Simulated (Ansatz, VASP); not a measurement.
# One calculation of Ca, two programs

```
CELL_PARAMETERS angstrom
-2.07200 2.40800 2.24000
2.07200 -2.40800 2.24000
2.07200 2.40800 -2.24000
ATOMIC_POSITIONS crystal
Ca 0.00000 0.00000 0.00000
```

Change from the starting cell: strain -0.0750 x Voigt [1, -1, 0, 0, 0, 0], atoms carried along.

Alike in both runs: task single point; functional PBEsol; k mesh 16 × 16 × 16; occupations gaussian, width 0.15 eV; no spin polarisation.

```csv
,VASP,Ansatz
version,VASP 6.6.1,Ansatz 0.2.0
potentials or method,"VASP PAW PBE potentials, release 64 (Ca_sv), cutoff 520 eV","scalar-relativistic, plane waves, PAW"
valence electrons in the cell,10,10
```

```tsv
	VASP	Ansatz	Ansatz less VASP
gap on the k mesh at the Fermi level (eV)	none	none	-
pressure (GPa)	-1.5	-1.5	-0.01
traceless stress, the component that is largest in VASP (GPa)	-0.31	-0.31	0.000
```

VASP's potentials were made for PBE, not for PBEsol. A gap of «none» marks a metal or a gap that the smearing closes.
